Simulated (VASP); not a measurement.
# SnO2 in VASP: further runs

Runs on SnO2. Level: PBE. Tasks: single point.

All numbers are computed with VASP 6.6.1; they aren't measurements. Logs are shortened: lines on timing, memory, paths and dates and some standing lists are left out, and cuts for length are marked.

## 1. The cell of the first run

The structure is monoclinic, space group C2/m (No. 12). The conventional cell has a = 6.767 Å, b = 6.633 Å, c = 3.187 Å, α = 90.00°, β = 91.61°, γ = 90.00°. Within 2.7 Å of Sn (site symmetry 2/m) lie 6 O at 2.05 to 2.07 Å. Sn (site symmetry 2/m) has 6 O at 2.03 to 2.09 Å within 2.7 Å. Within 2.7 Å of O (site symmetry m) lie 3 Sn at 2.04 to 2.09 Å and 1 O at 2.63 Å. Within 2.7 Å of O (site symmetry 2) lie 3 Sn at 2.03 to 2.05 Å and 1 O at 2.58 Å.

## 2. Single point, PBE (equal xy, yz and zx shear strains of +2 %)

Contents of INCAR:

```
SYSTEM = SnO2
PREC     = Accurate       ! precision mode
ENCUT    = 520            ! plane-wave cutoff, eV
EDIFF    = 1E-6           ! SCF threshold, eV
ISMEAR   = -1             ! smearing method
SIGMA    = 0.03           ! smearing width, eV
LREAL    = .False.        ! projectors in reciprocal space
LASPH    = .True.         ! aspherical terms in the spheres
NELM     = 80             ! most SCF steps
ALGO     = Normal         ! electronic algorithm
ISIF     = 2              ! what is computed and relaxed
LWAVE    = .False.        ! write WAVECAR
LCHARG   = .False.        ! write CHGCAR
GGA      = PE             ! functional
NBANDS   = 35             ! bands
```

Contents of KPOINTS:

```
Automatic mesh
0
Gamma
  4 4 6
  0 0 0
```

Contents of POSCAR:

```
SnO2
1.0
    4.7373500000      0.0473735000      0.0473735000
    0.0473735000      4.7373500000      0.0473735000
    0.0318640000      0.0318640000      3.1864000000
Sn O
2 4
Direct
    0.0000000000      0.0000000000      0.0000000000
    0.5000000000      0.5000000000      0.5000000000
    0.3056200000      0.3056200000      0.0000000000
    0.1943800000      0.8056200000      0.5000000000
    0.6943800000      0.6943800000      0.0000000000
    0.8056200000      0.1943800000      0.5000000000
```

Potentials or basis: VASP PAW PBE potentials, release 64 (Sn_d, O).

Run with:

```bash
> cat potpaw_PBE.64/Sn_d/POTCAR potpaw_PBE.64/O/POTCAR > POTCAR
> mpirun -np 1 vasp_std > vasp.out
```

OUTCAR:

```text
SYSTEM = SnO2
   PREC = Accurate
   ENCUT = 520
   EDIFF = 1E-6
   ISMEAR = -1
   LREAL = .False.
   LASPH = .True.
   NELM = 80
   ISIF = 2
   GGA = PE

 ion  position               nearest neighbor table
   1  0.000  0.000  0.000-   4 2.05   6 2.05   4 2.05   6 2.05   5 2.07   3 2.07   2 3.68   2 3.68
                             2 3.68   2 3.68   2 3.70   2 3.70
   2  0.500  0.500  0.500-   4 2.03   6 2.03   3 2.04   5 2.04   3 2.09   5 2.09   1 3.68   1 3.68
                             1 3.68   1 3.68   1 3.70   1 3.70
   3  0.306  0.306  0.000-   2 2.04   1 2.07   2 2.09
   4  0.194  0.806  0.500-   2 2.03   1 2.05   1 2.05
   5  0.694  0.694  0.000-   2 2.04   1 2.07   2 2.09
   6  0.806  0.194  0.500-   2 2.03   1 2.05   1 2.05

  LATTYP: Found a base centered monoclinic cell.
 ALAT       =     6.7672841626
 B/A-ratio  =     0.9801019455
 C/A-ratio  =     0.4709006667
 COS(beta)  =    -0.0281386778

  Lattice vectors:

 A1 = (  -4.7373500000,  -0.0473735000,  -0.0473735000)
 A2 = (  -0.0473735000,  -4.7373500000,  -0.0473735000)
 A3 = (   0.0318640000,   0.0318640000,   3.1864000000)

Analysis of symmetry for initial positions (statically):
=====================================================================
 Subroutine PRICEL returns:
 Original cell was already a primitive cell.

 Routine SETGRP: Setting up the symmetry group for a
 base centered monoclinic supercell.

 Subroutine GETGRP returns: Found  4 space group operations
 (whereof  4 operations were pure point group operations)
 out of a pool of  4 trial point group operations.

The static configuration has the point symmetry C_2h.

Analysis of symmetry for dynamics (positions and initial velocities):
=====================================================================
 Subroutine PRICEL returns:
 Original cell was already a primitive cell.

 Routine SETGRP: Setting up the symmetry group for a
 base centered monoclinic supercell.

 Subroutine GETGRP returns: Found  4 space group operations
 (whereof  4 operations were pure point group operations)
 out of a pool of  4 trial point group operations.

The dynamic configuration has the point symmetry C_2h.

 Subroutine INISYM returns: Found  4 space group operations
 (whereof  4 operations are pure point group operations),
 and found     1 'primitive' translations

----------------------------------------------------------------------------------------

                                     Primitive cell

  volume of cell :      71.4894

  direct lattice vectors                    reciprocal lattice vectors
     4.737350000  0.047373500  0.047373500     0.211130286 -0.002090399 -0.002090399
     0.047373500  4.737350000  0.047373500    -0.002090399  0.211130286 -0.002090399
     0.031864000  0.031864000  3.186400000    -0.003107881 -0.003107881  0.313895951

  length of vectors
     4.737823711  4.737823711  3.186718624     0.211150982  0.211150982  0.313926721

  position of ions in fractional coordinates (direct lattice)
     0.000000000  0.000000000  0.000000000
     0.500000000  0.500000000  0.500000000
     0.305620000  0.305620000  0.000000000
     0.194380000  0.805620000  0.500000000
     0.694380000  0.694380000  0.000000000
     0.805620000  0.194380000  0.500000000

  ion indices of the primitive-cell ions
   primitive index   ion index
                 1           1
                 2           2
                 3           3
                 4           4
                 5           5
                 6           6

----------------------------------------------------------------------------------------

 KPOINTS: Automatic mesh

Automatic generation of k-mesh.
 Grid dimensions read from file:
 generate k-points for:    4    4    6

 Generating k-lattice:

  Cartesian coordinates                     Fractional coordinates (reciprocal lattice)
     0.052782571 -0.000522600 -0.000522600     0.250000000  0.000000000  0.000000000
    -0.000522600  0.052782571 -0.000522600     0.000000000  0.250000000  0.000000000
    -0.000517980 -0.000517980  0.052315992     0.000000000  0.000000000  0.166666667

  Length of vectors
     0.052787745  0.052787745  0.052321120

  Shift w.r.t. Gamma in fractional coordinates (k-lattice)
     0.000000000  0.000000000  0.000000000

 Subroutine IBZKPT returns following result:
 ===========================================

 Found     34 irreducible k-points:

 Following reciprocal coordinates:
            Coordinates               Weight
  0.000000  0.000000  0.000000      1.000000
  0.250000 -0.000000  0.000000      4.000000
  0.500000 -0.000000  0.000000      2.000000
  0.250000  0.250000  0.000000      2.000000
  0.500000  0.250000  0.000000      4.000000
 -0.250000  0.250000  0.000000      2.000000
[... 16 lines left out ...]
  0.500000  0.250000  0.333333      4.000000
 -0.250000  0.250000  0.333333      4.000000
 [... further k-points ...]
   k-points           NKPTS =     34   k-points in BZ     NKDIM =     34   number of bands    NBANDS=     35
   number of dos      NEDOS =    301   number of ions     NIONS =      6
   total plane-waves  NPLWV =  31104
   dimension x,y,z NGX =    36 NGY =   36 NGZ =   24
   dimension x,y,z NGXF=    72 NGYF=   72 NGZF=   48
   ions per type =               2   4
   NGX,Y,Z   is equivalent  to a cutoff of  12.63, 12.63, 12.52 a.u.
   NGXF,Y,Z  is equivalent  to a cutoff of  25.26, 25.26, 25.04 a.u.
 SYSTEM =  SnO2
   PREC   = accura    normal or accurate (medium, high low for compatibility)
   ISTART =      0    job   : 0-new  1-cont  2-samecut
   ICHARG =      2    charge: 1-file 2-atom 10-const
   ISPIN  =      1    spin polarized calculation?
   LNONCOLLINEAR =      F non collinear calculations
   LSORBIT =      F    spin-orbit coupling
   LASPH  =      T    aspherical Exc in radial PAW
   ENCUT  =  520.0 eV  38.22 Ry    6.18 a.u.   8.81  8.81  5.93*2*pi/ulx,y,z
   NELM   =     80;   NELMIN=  2; NELMDL= -5     # of ELM steps
   EDIFF  = 0.1E-05   stopping-criterion for ELM
   LREAL  =      F    real-space projection
   EDIFFG = 0.1E-04   stopping-criterion for IOM
   NSW    =      0    number of steps for IOM
   IBRION =     -1    ionic relax: 0-MD 1-quasi-New 2-CG
   NFREE  =      0    steps in history (QN), initial steepest desc. (CG)
   ISIF   =      2    stress and relaxation
   ISYM   =      2    0-nonsym 1-usesym 2-fastsym
   POTIM  = 0.5000    time-step for ionic-motion
   TEBEG  =    0.0;   TEEND  =   0.0 temperature during run
   PSTRESS=    0.0 pullay stress
   NELECT =      52.0000    total number of electrons
   NUPDOWN=      -1.0000    fix difference up-down
   EMIN   =  10.00;   EMAX   =-10.00  energy-range for DOS
   EFERMI =   0.00;   METHOD = LEGACY
   ISMEAR =    -1;   SIGMA  =   0.03  broadening in eV -4-tet -1-fermi 0-gaus
   EFERMI_NEDOS =   21; number of points for ismear=-14 and -15
   IALGO  =     38    algorithm
   IMIX   =      4    mixing-type and parameters
     AMIX     =   0.40;   BMIX     =  1.00
     AMIX_MAG =   1.60;   BMIX_MAG =  1.00
  volume/ion in A,a.u.               =      11.91        80.41
  Fermi-wavevector in a.u.,A,eV,Ry     =   1.472297  2.782237 29.492773  2.167658
  Thomas-Fermi vector in A             =   2.587328
   LORBIT       =      0    0 simple, 1 ext, 2 COOP (PROOUT), +10 PAW based schemes
   GGA     = PE    functional components
   LHFCALC =     F    Hartree Fock is set to
   AEXX    =    0.0000 exact exchange contribution
   IVDW    =     0    specifies the selected vdW correction
   LEPSILON=     F    determine dielectric tensor
   LRPA    =     F    only Hartree local field effects (RPA)
 non-spin polarized calculation
  energy-cutoff  :      520.00
  volume of cell :       71.49
 maximum number of plane-waves:      1939
   NGX = 17   NGY = 17   NGZ = 11

 number of electron      51.9999986 magnetization

 Free energy of the ion-electron system (eV)
  ---------------------------------------------------
  ext. energy  EPLUGINS =         0.00000000
  ---------------------------------------------------
  free energy    TOTEN  =       -37.12245785 eV

  energy without entropy =      -37.12245785  energy(sigma->0) =      -37.12245785

 E-fermi :   6.7722     XC(G=0): -11.2631

 val. band max:        6.1614490015   @ k =   0.0000   0.0000   0.0000
 cond. band min:       7.4045796415   @ k =   0.0000   0.0000   0.0000
 fundamental gap:      1.2431306399
 Fermi energy:         6.7721787950

 k-point     1 :       0.0000    0.0000    0.0000
  band No.  band energies     occupation
      1     -14.9779      2.00000
      2     -14.1650      2.00000
      3     -13.9343      2.00000
      4     -13.9104      2.00000
      5     -13.8410      2.00000
      6     -13.7940      2.00000
[... 27 lines left out ...]
     34      18.5116      0.00000
     35      18.7857      0.00000

 k-point     2 :       0.2500   -0.0000    0.0000
  band No.  band energies     occupation
      1     -14.8802      2.00000
      2     -14.2840      2.00000
      3     -13.9308      2.00000
      4     -13.9284      2.00000
      5     -13.8603      2.00000
      6     -13.8159      2.00000
[... 27 lines left out ...]
     34      18.3794      0.00000
     35      18.7716      0.00000

 k-point     3 :       0.5000   -0.0000    0.0000
  band No.  band energies     occupation
      1     -14.6451      2.00000
      2     -14.5698      2.00000
      3     -13.9420      2.00000
      4     -13.9271      2.00000
      5     -13.8680      2.00000
      6     -13.8146      2.00000
[... 27 lines left out ...]
     34      18.6354      0.00000
     35      18.8186      0.00000

 k-point     4 :       0.2500    0.2500    0.0000
  band No.  band energies     occupation
      1     -14.8693      2.00000
      2     -14.3683      2.00000
      3     -13.9427      2.00000
      4     -13.9353      2.00000
      5     -13.8421      2.00000
      6     -13.8142      2.00000
[... 27 lines left out ...]
     34      18.3532      0.00000
     35      18.6069      0.00000

 k-point     5 :       0.5000    0.2500    0.0000
  band No.  band energies     occupation
      1     -14.7243      2.00000
      2     -14.5926      2.00000
      3     -13.9345      2.00000
      4     -13.9318      2.00000
      5     -13.8476      2.00000
      6     -13.8213      2.00000
[... 638 lines left out ...]
 k-point    22 :       0.2500    0.2500    0.3333
  band No.  band energies     occupation
      1     -14.6996      2.00000
      2     -14.6127      2.00000
      3     -14.3560      2.00000
      4     -13.9246      2.00000
      5     -13.7763      2.00000
      6     -13.7523      2.00000
[... 27 lines left out ...]
     34      18.3139      0.00000
     35      18.6751      0.00000

 k-point    23 :       0.5000    0.2500    0.3333
  band No.  band energies     occupation
      1     -14.7629      2.00000
      2     -14.5928      2.00000
      3     -14.1590      2.00000
      4     -14.1211      2.00000
      5     -13.7767      2.00000
      6     -13.7546      2.00000
[... 27 lines left out ...]
     34      17.9366      0.00000
     35      18.7965      0.00000

 k-point    24 :      -0.2500    0.2500    0.3333
  band No.  band energies     occupation
      1     -14.8422      2.00000
      2     -14.4631      2.00000
      3     -14.3252      2.00000
      4     -13.9177      2.00000
      5     -13.7857      2.00000
      6     -13.7570      2.00000
[... 27 lines left out ...]
     34      18.4260      0.00000
     35      18.8423      0.00000

 [... further k-points ...]
[... 5 lines left out ...]
  --------------------------------------------------------------------------------------
  -------------------------------------------------------------------------------------
  Total        4.8555167      4.8555167      6.0221403     -1.8914864     -1.0407472     -1.0407471
  in kB      108.8188766    108.8188766    134.9645325    -42.3908393    -23.3245907    -23.3245876
  external PRESSURE =     117.5340952 kB  Pullay stress =       0.0000000 kB

 VOLUME and BASIS-vectors are now :
 -----------------------------------------------------------------------------
  energy-cutoff  :      520.00
  volume of cell :       71.49
      direct lattice vectors                 reciprocal lattice vectors
     4.737350000  0.047373500  0.047373500     0.211130286 -0.002090399 -0.002090399
     0.047373500  4.737350000  0.047373500    -0.002090399  0.211130286 -0.002090399
     0.031864000  0.031864000  3.186400000    -0.003107881 -0.003107881  0.313895951

 POSITION                                       TOTAL-FORCE (eV/Angst)
 -----------------------------------------------------------------------------------
      0.00000      0.00000      0.00000         0.000000      0.000000      0.000000
      2.40829      2.40829      1.64057         0.000000      0.000000      0.000000
      1.46231      1.46231      0.02896        -0.105102     -0.105102      0.246085
      0.97494      3.84164      1.64057        -0.030010      0.030010      0.000000
      3.32242      3.32242      0.06579         0.105102      0.105102     -0.246085
      3.84164      0.97494      1.64057         0.030010     -0.030010      0.000000
 -----------------------------------------------------------------------------------
    total drift:                                0.000000      0.000000      0.000000

  FREE ENERGIE OF THE ION-ELECTRON SYSTEM (eV)
  ---------------------------------------------------
  free  energy   TOTEN  =       -37.1224578517 eV

  energy  without entropy=      -37.1224578517  energy(sigma->0) =      -37.12245785
```

It took 2.5 min on 1 thread of AMD EPYC 7R13, shared host; peak memory 0.18 GiB.

Results:

* Free energy: -37.1225 eV
* Pressure: 11.8 GPa
* Largest force: 0.287 eV/Å
* Band gap on the k mesh: 1.24 eV, direct

Forces on the atoms (eV/Å):
```
Sn   0.000  0.000  0.000
Sn   0.000  0.000  0.000
O   -0.105 -0.105  0.246
O   -0.030  0.030  0.000
O    0.105  0.105 -0.246
O    0.030 -0.030  0.000
```

Stress tensor (GPa, compression positive):
```
10.88 -4.24 -2.33
-4.24 10.88 -2.33
-2.33 -2.33 13.50
```

Caveat: the cell differs from its parent crystal (equal xy, yz and zx shear strains of +2 %); spin-orbit coupling is left out, which moves the levels of the heavy elements.

(Continued in part 2 of 2.)
